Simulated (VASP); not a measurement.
# Al36N37 (a cell with a defect) in VASP: a series of runs

Al36N37 (a cell with a defect) is run at these levels: PBE; tasks: single point.

Everything below comes from runs of VASP 6.6.1. Logs are shortened: lines on timing, memory, paths and dates and some standing lists are left out, and cuts for length are marked.

## (1) The cell of the first run

The cell holds a defect, 73 atoms: a = 9.391 Å, b = 9.391 Å, c = 10.036 Å, α = 90.00°, β = 90.00°, γ = 120.00°.

## (2) Single point, PBE, collinear spin

File INCAR:

```
PREC = Accurate
ENCUT = 520
EDIFF = 1E-7
ISMEAR = 0
SIGMA = 0.01
LREAL = Auto
LASPH = T
NELM = 150
ALGO = Normal
ISIF = 2
LWAVE = F
LCHARG = F
ISPIN = 2
MAGMOM = 0.1 0 0 0 0 0 0 0 0 0 0 0 0.1 0 0 0 0.1 0 0 0.1 0 0 0 0.1 0 0 0 0 0 0 0 0 0 0 0 0.1 0 0 0 0 0 0 0 0 0 0 0 0 0 0 0 0 0 0 0.1 0 0 0 0.1 0 0 0 0 0 0 0 0 0 0 0 0.1 0 0.1
LORBIT = 11
GGA = PE
NELECT = 295.0
NBANDS = 192
```

File KPOINTS:

```
Automatic mesh
0
Gamma
  1 1 1
```

File POSCAR:

```
Al36N37
1.0
    9.3906252598      0.0000000000      0.0000000000
   -4.6953126299      8.1325200324      0.0000000000
    0.0000000000      0.0000000000     10.0360866438
Al N
36 37
Direct
    0.2167632289      0.1083816145      0.2459736910
    0.2244724305      0.1122362153      0.7428397455
    0.2265840961      0.4531681922      0.2567084291
    0.2205698872      0.4411397744      0.7534486969
    0.2265840961      0.7734159039      0.2567084291
    0.2205698872      0.7794301128      0.7534486969
    0.5549003488      0.1098006976      0.2470430041
    0.5563432078      0.1126864156      0.7497837234
    0.5549003488      0.4450996512      0.2470430041
    0.5563432078      0.4436567922      0.7497837234
    0.5468318078      0.7734159039      0.2567084291
    0.5588602256      0.7794301128      0.7534486969
    0.8916183855      0.1083816145      0.2459736910
    0.8877637847      0.1122362153      0.7428397455
    0.8901993024      0.4450996512      0.2470430041
    0.8873135844      0.4436567922      0.7497837234
    0.8916183855      0.7832367711      0.2459736910
    0.8877637847      0.7755275695      0.7428397455
    0.1117212928      0.2234425857      0.4946982720
    0.1044187011      0.2088374022      1.0058410636
    0.1108517747      0.5554258874      0.5050114149
    0.1116802593      0.5558401296      1.0003302561
    0.1117212928      0.8882787072      0.4946982720
    0.1044187011      0.8955812989      1.0058410636
    0.4450886064      0.2225443032      0.4959189898
    0.4450752352      0.2225376176      0.9968103033
    0.4445741126      0.5554258874      0.5050114149
    0.4441598704      0.5558401296      1.0003302561
    0.4445741126      0.8891482253      0.5050114149
    0.4441598704      0.8883197407      1.0003302561
    0.7774556968      0.2225443032      0.4959189898
    0.7774623824      0.2225376176      0.9968103033
    0.7774556968      0.5549113936      0.4959189898
    0.7774623824      0.5549247648      0.9968103033
    0.7765574143      0.8882787072      0.4946982720
    0.7911625978      0.8955812989      1.0058410636
    0.2234021580      0.1117010790      0.4403918278
    0.2372792460      0.1186396230      0.9263790996
    0.2249228483      0.4498456966      0.4474843874
    0.2205878384      0.4411756769      0.9440348191
    0.2249228483      0.7750771517      0.4474843874
    0.2205878384      0.7794121616      0.9440348191
    0.5547610470      0.1095220940      0.4384448669
    0.5556675450      0.1113350901      0.9408331648
    0.5547610470      0.4452389530      0.4384448669
    0.5556675450      0.4443324550      0.9408331648
    0.5501543034      0.7750771517      0.4474843874
    0.5588243231      0.7794121616      0.9440348191
    0.8882989210      0.1117010790      0.4403918278
    0.8813603770      0.1186396230      0.9263790996
    0.8904779060      0.4452389530      0.4384448669
    0.8886649099      0.4443324550      0.9408331648
    0.8882989210      0.7765978420      0.4403918278
    0.8813603770      0.7627207540      0.9263790996
    0.1200219741      0.2400439481      0.2097041911
    0.1114893818      0.2229787636      0.6857511600
    0.1123589139      0.5561794569      0.1921362233
    0.1104075126      0.5552037563      0.6952513345
    0.1200219741      0.8799780259      0.2097041911
    0.1114893818      0.8885106182      0.6857511600
    0.4434018769      0.2217009384      0.1889506027
    0.4481138184      0.2240569092      0.6849919005
    0.4438205431      0.5561794569      0.1921362233
    0.4447962437      0.5552037563      0.6952513345
    0.4438205431      0.8876410861      0.1921362233
    0.4447962437      0.8895924874      0.6952513345
    0.7782990616      0.2217009384      0.1889506027
    0.7759430908      0.2240569092      0.6849919005
    0.7782990616      0.5565981231      0.1889506027
    0.7759430908      0.5518861816      0.6849919005
    0.7599560519      0.8799780259      0.2097041911
    0.7770212364      0.8885106182      0.6857511600
    0.0000000000      0.0000000000      0.0778831649
```

Potentials or basis: VASP PAW PBE potentials, release 64 (Al, N).

On the command line:

```bash
> cat potpaw_PBE.64/Al/POTCAR potpaw_PBE.64/N/POTCAR > POTCAR
> mpirun -np 1 vasp_gam > vasp.out
```

OUTCAR:

```text
PREC = Accurate
   ENCUT = 520
   EDIFF = 1E-7
   ISMEAR = 0
   LREAL = Auto
   LASPH = T
   NELM = 150
   ISIF = 2
   ISPIN = 2
   LORBIT = 11
   GGA = PE
   NELECT = 295.0

 ion  position               nearest neighbor table
   1  0.217  0.108  0.246-  55 1.90  59 1.90  61 1.93  37 1.95  73 2.44  20 2.97  24 2.97  17 3.05
                            13 3.05  23 3.07  19 3.07  26 3.11  25 3.12   9 3.17   7 3.17   3 3.19
   2  0.224  0.112  0.743-  38 1.84  56 1.91  60 1.91  62 1.91  25 3.06  23 3.09  19 3.09   4 3.11
                             6 3.11  10 3.12   8 3.12  26 3.12  18 3.16  14 3.16  20 3.18  24 3.18
   3  0.227  0.453  0.257-  55 1.80  57 1.88  63 1.88  39 1.91   5 3.01  11 3.01  19 3.03  27 3.06
                            21 3.06   9 3.12  15 3.12  22 3.12  28 3.12   1 3.19  13 3.19  20 3.21
   4  0.221  0.441  0.753-  56 1.90  40 1.91  64 1.91  58 1.91  22 3.07  28 3.07  27 3.09  21 3.09
                             2 3.11  14 3.11  10 3.14  16 3.14  19 3.14  20 3.16   6 3.18  12 3.18
   5  0.227  0.773  0.257-  59 1.80  57 1.88  65 1.88  41 1.91   3 3.01  11 3.01  23 3.03  21 3.06
                            29 3.06   7 3.12  15 3.12  22 3.12  30 3.12   1 3.19  17 3.19  24 3.21
   6  0.221  0.779  0.753-  60 1.90  42 1.91  58 1.91  66 1.91  22 3.07  30 3.07  21 3.09  29 3.09
                             2 3.11  18 3.11  16 3.14   8 3.14  23 3.14  24 3.16   4 3.18  12 3.18
   7  0.555  0.110  0.247-  65 1.89  61 1.91  67 1.91  43 1.92  30 3.06  25 3.08  31 3.08  26 3.10
                            32 3.10  11 3.12   5 3.12  15 3.15   9 3.15  29 3.15  13 3.17   1 3.17
   8  0.556  0.113  0.750-  66 1.90  62 1.90  68 1.90  44 1.92  29 3.06  26 3.06  32 3.06  30 3.11
                            10 3.11  16 3.11  14 3.12   2 3.12  31 3.12  25 3.12   6 3.14  12 3.14
   9  0.555  0.445  0.247-  63 1.89  61 1.91  69 1.91  45 1.92  28 3.06  25 3.08  33 3.08  26 3.10
[... 89 lines left out ...]
  71  0.760  0.880  0.210-  11 1.80  17 1.90  13 1.90  36 2.06
  72  0.777  0.889  0.686-  12 1.90  18 1.91  14 1.91  35 1.92
  73  0.000  0.000  0.078-  20 1.85  36 1.85  24 1.85  17 2.44   1 2.44  13 2.44

  LATTYP: Found a hexagonal cell.
 ALAT       =     9.3906252598
 C/A-ratio  =     1.0687346546

  Lattice vectors:

 A1 = (   9.3906252598,   0.0000000000,   0.0000000000)
 A2 = (  -4.6953126299,   8.1325200324,   0.0000000000)
 A3 = (   0.0000000000,   0.0000000000,  10.0360866438)

Analysis of symmetry for initial positions (statically):
=====================================================================
 Subroutine PRICEL returns:
 Original cell was already a primitive cell.

 Routine SETGRP: Setting up the symmetry group for a
 hexagonal supercell.

 Subroutine GETGRP returns: Found  6 space group operations
 (whereof  6 operations were pure point group operations)
 out of a pool of 24 trial point group operations.

The static configuration has the point symmetry C_3v.

Analysis of symmetry for dynamics (positions and initial velocities):
=====================================================================
 Subroutine PRICEL returns:
 Original cell was already a primitive cell.

 Routine SETGRP: Setting up the symmetry group for a
 hexagonal supercell.

 Subroutine GETGRP returns: Found  6 space group operations
 (whereof  6 operations were pure point group operations)
 out of a pool of 24 trial point group operations.

The dynamic configuration has the point symmetry C_3v.

Analysis of structural, dynamic, and magnetic symmetry:
=====================================================================
 Subroutine PRICEL returns:
 Original cell was already a primitive cell.

 Routine SETGRP: Setting up the symmetry group for a
 hexagonal supercell.

 Subroutine GETGRP returns: Found  6 space group operations
 (whereof  6 operations were pure point group operations)
 out of a pool of 24 trial point group operations.

The overall configuration has the point symmetry C_3v.
[... 223 lines left out ...]
   ISIF   =      2    stress and relaxation
   ISYM   =      2    0-nonsym 1-usesym 2-fastsym
   POTIM  = 0.5000    time-step for ionic-motion
   TEBEG  =    0.0;   TEEND  =   0.0 temperature during run
   PSTRESS=    0.0 pullay stress
   NELECT =     295.0000    total number of electrons
   NUPDOWN=      -1.0000    fix difference up-down
   EMIN   =  10.00;   EMAX   =-10.00  energy-range for DOS
   EFERMI =   0.00;   METHOD = LEGACY
   ISMEAR =     0;   SIGMA  =   0.01  broadening in eV -4-tet -1-fermi 0-gaus
   EFERMI_NEDOS =   21; number of points for ismear=-14 and -15
   IALGO  =     38    algorithm
   IMIX   =      4    mixing-type and parameters
     AMIX     =   0.40;   BMIX     =  1.00
     AMIX_MAG =   1.60;   BMIX_MAG =  1.00
  volume/ion in A,a.u.               =      10.50        70.85
  Fermi-wavevector in a.u.,A,eV,Ry     =   1.190842  2.250365 19.294486  1.418105
  Thomas-Fermi vector in A             =   2.326917
   LORBIT       =     11    0 simple, 1 ext, 2 COOP (PROOUT), +10 PAW based schemes
   GGA     = PE    functional components
   LHFCALC =     F    Hartree Fock is set to
   AEXX    =    0.0000 exact exchange contribution
   IVDW    =     0    specifies the selected vdW correction
   LEPSILON=     F    determine dielectric tensor
   LRPA    =     F    only Hartree local field effects (RPA)
 spin polarized calculation
 Gauss-broadening in eV      SIGMA  =   0.01
  energy-cutoff  :      520.00
  volume of cell :      766.45
 maximum number of plane-waves:     10342
 NGX is ok and might be reduce to    70
   NGX = 35   NGY = 35   NGZ = 37

 number of electron     294.9999986 magnetization       0.9999999

 Free energy of the ion-electron system (eV)
  ---------------------------------------------------
  ext. energy  EPLUGINS =         0.00000000
  ---------------------------------------------------
  free energy    TOTEN  =      -517.92926607 eV

  energy without entropy =     -517.92926607  energy(sigma->0) =     -517.92926607

 E-fermi :   7.8867     XC(G=0): -10.9063

 val. band max:        7.8290429662   @ k =   0.0000   0.0000   0.0000
 cond. band min:       8.5746983265   @ k =   0.0000   0.0000   0.0000
 fundamental gap:      0.7456553603
 Fermi energy:         7.8866882133

 spin component 1

 k-point     1 :       0.0000    0.0000    0.0000
  band No.  band energies     occupation
      1      -9.1337      1.00000
      2      -8.3636      1.00000
      3      -8.1922      1.00000
      4      -8.0160      1.00000
      5      -7.9097      1.00000
      6      -7.9097      1.00000
[... 151 lines left out ...]
    158      11.8751      0.00000
    159      11.9630      0.00000
 Fermi energy:         7.8866882133

 spin component 2

 k-point     1 :       0.0000    0.0000    0.0000
  band No.  band energies     occupation
      1      -9.0996      1.00000
      2      -8.2483      1.00000
      3      -8.1773      1.00000
      4      -7.9187      1.00000
      5      -7.9074      1.00000
      6      -7.9074      1.00000
[... 151 lines left out ...]
    158      11.8802      0.00000
    159      11.9660      0.00000
 [bands above 159 left out]

------------------------ aborting loop because EDIFF is reached ----------------------------------------

  FORCE on cell =-STRESS in cart. coord.  units (eV):
  Direction    XX          YY          ZZ          XY          YZ          ZX
  --------------------------------------------------------------------------------------
  -------------------------------------------------------------------------------------
  Total       35.9619643     35.9619643     27.3736999      0.0000000      0.0000000      0.0000000
  in kB       75.1743937     75.1743937     57.2216044      0.0000000      0.0000000      0.0000000
  external PRESSURE =      69.1901306 kB  Pullay stress =       0.0000000 kB

 VOLUME and BASIS-vectors are now :
 -----------------------------------------------------------------------------
  energy-cutoff  :      520.00
  volume of cell :      766.45
      direct lattice vectors                 reciprocal lattice vectors
     9.390625260  0.000000000  0.000000000     0.106489182  0.061481558  0.000000000
    -4.695312630  8.132520032  0.000000000     0.000000000  0.122963115  0.000000000
     0.000000000  0.000000000 10.036086644     0.000000000  0.000000000  0.099640431

 POSITION                                       TOTAL-FORCE (eV/Angst)
 -----------------------------------------------------------------------------------
      1.52666      0.88142      2.46861         0.002197      0.001269     -0.007347
      1.58095      0.91276      7.45520        -0.002418     -0.001396      0.000047
     -0.00000      3.68540      2.57635        -0.000000     -0.002069      0.002583
      0.00000      3.58758      7.56168        -0.000000      0.003539      0.000093
     -1.50366      6.28982      2.57635        -0.001792      0.001035      0.002583
     -1.58838      6.33873      7.56168         0.003065     -0.001769      0.000093
[... 65 lines left out ...]
      3.12488      7.22583      6.88226         0.002005      0.001158      0.000626
      0.00000      0.00000      0.78164         0.000000      0.000000      0.015833
 -----------------------------------------------------------------------------------
    total drift:                               -0.000001      0.000001     -0.036395

  FREE ENERGIE OF THE ION-ELECTRON SYSTEM (eV)
  ---------------------------------------------------
  free  energy   TOTEN  =      -517.9292660701 eV

  energy  without entropy=     -517.9292660701  energy(sigma->0) =     -517.92926607

 total charge

# of ion       s       p       d       tot
------------------------------------------
    1        0.354   0.424   0.000   0.778
    2        0.365   0.445   0.000   0.811
    3        0.379   0.470   0.000   0.850
    4        0.362   0.432   0.000   0.794
    5        0.379   0.470   0.000   0.850
    6        0.362   0.432   0.000   0.794
[... 65 lines left out ...]
   72        1.216   2.644   0.000   3.860
   73        1.296   2.585   0.000   3.881
--------------------------------------------------
tot         58.238 113.550   0.000 171.788

 magnetization (x)

# of ion       s       p       d       tot
------------------------------------------
    1       -0.001  -0.002   0.000  -0.002
    2       -0.000   0.000   0.000   0.000
    3        0.004   0.005   0.000   0.010
    4       -0.000  -0.000   0.000  -0.000
    5        0.004   0.005   0.000   0.010
    6       -0.000  -0.000   0.000  -0.000
[... 65 lines left out ...]
   72       -0.000  -0.000   0.000  -0.000
   73        0.016   0.428   0.000   0.444
--------------------------------------------------
tot          0.059   0.660   0.000   0.720
```

It took 8.7 min on 1 thread of AMD EPYC 7R13 (Zen 3), shared host; peak memory 1 GiB.

What came out:

```
Free energy                                           : -517.9293 eV
Largest force                                         : 0.016 eV/Å
Net moment                                            : 1.00 μB per cell
Site moments                                          : Al -0.00, +0.00, +0.01; N -0.00, +0.03, +0.00, +0.05, +0.44 μB
Valence electrons inside the program's atomic spheres : Al 0.78, 0.81, 0.85, 0.79, 0.80, 0.76, 0.82; N 3.86, 3.88, 3.84, 3.87, 3.85
```

Forces on the atoms (eV/Å):
```
Al   0.002  0.001 -0.007
Al  -0.002 -0.001  0.000
Al   0.000 -0.002  0.003
Al   0.000  0.004  0.000
Al  -0.002  0.001  0.003
Al   0.003 -0.002  0.000
Al   0.000 -0.003  0.000
Al   0.000 -0.006  0.002
Al  -0.002  0.001  0.000
Al  -0.005  0.003  0.002
Al   0.002  0.001  0.003
Al  -0.003 -0.002  0.000
Al  -0.002  0.001 -0.007
Al   0.002 -0.001  0.000
Al   0.002  0.001  0.000
Al   0.005  0.003  0.002
Al   0.000 -0.003 -0.007
Al   0.000  0.003  0.000
Al   0.000  0.000 -0.003
Al   0.000  0.008 -0.002
Al  -0.003 -0.002  0.000
Al  -0.005 -0.003  0.005
Al   0.000  0.000 -0.003
Al   0.007 -0.004 -0.002
Al   0.001  0.001 -0.005
Al   0.001  0.000 -0.002
Al   0.003 -0.002  0.000
Al   0.005 -0.003  0.005
Al   0.000  0.004  0.000
Al   0.000  0.006  0.005
Al  -0.001  0.001 -0.005
Al  -0.001  0.000 -0.002
Al   0.000 -0.002 -0.005
Al   0.000 -0.001 -0.002
Al   0.000  0.000 -0.003
Al  -0.007 -0.004 -0.002
N    0.001  0.001  0.004
N    0.003  0.002  0.000
N    0.000 -0.001 -0.002
N    0.000  0.002  0.001
N   -0.001  0.000 -0.002
N    0.002 -0.001  0.001
N    0.000  0.002  0.002
N    0.000  0.004  0.003
N    0.001 -0.001  0.002
N    0.003 -0.002  0.003
N    0.001  0.000 -0.002
N   -0.002 -0.001  0.001
N   -0.001  0.001  0.004
N   -0.003  0.002  0.000
N   -0.001 -0.001  0.002
N   -0.003 -0.002  0.003
N    0.000 -0.001  0.004
N    0.000 -0.003  0.000
N    0.000 -0.006 -0.003
N    0.000 -0.002  0.001
N    0.004  0.002  0.003
N   -0.001  0.000 -0.001
N   -0.005  0.003 -0.003
N   -0.002  0.001  0.001
N    0.002  0.001 -0.001
N   -0.001 -0.001  0.000
N   -0.004  0.002  0.003
N    0.001  0.000 -0.001
N    0.000 -0.004  0.003
N    0.000  0.001 -0.001
N   -0.002  0.001 -0.001
N    0.001 -0.001  0.000
N    0.000 -0.003 -0.001
N    0.000  0.001  0.000
N    0.005  0.003 -0.003
N    0.002  0.001  0.001
N    0.000  0.000  0.016
```

Levels at points of the mesh, in eV from the Fermi level:
Spin up:
| k point | band 145 | band 146 | band 147 | band 148 | band 149 | band 150 | band 151 | band 152 |
| --- | --- | --- | --- | --- | --- | --- | --- | --- |
| (0.00, 0.00, 0.00) | -1.76 | -0.53 | -0.28 | -0.28 | 2.21 | 3.23 | 3.23 | 3.63 |
Spin down:
| k point | band 144 | band 145 | band 146 | band 147 | band 148 | band 149 | band 150 | band 151 |
| --- | --- | --- | --- | --- | --- | --- | --- | --- |
| (0.00, 0.00, 0.00) | -1.83 | -1.73 | -0.06 | -0.06 | 0.69 | 2.22 | 3.23 | 3.23 |

Caveat: the k points lie up to 0.77 Å⁻¹ apart; the cell carries a net charge on a neutralising background, which shifts energy and pressure; the cell is charged against a uniform background, so pressure and absolute levels hang on convention.

[end of part 1 of 3]
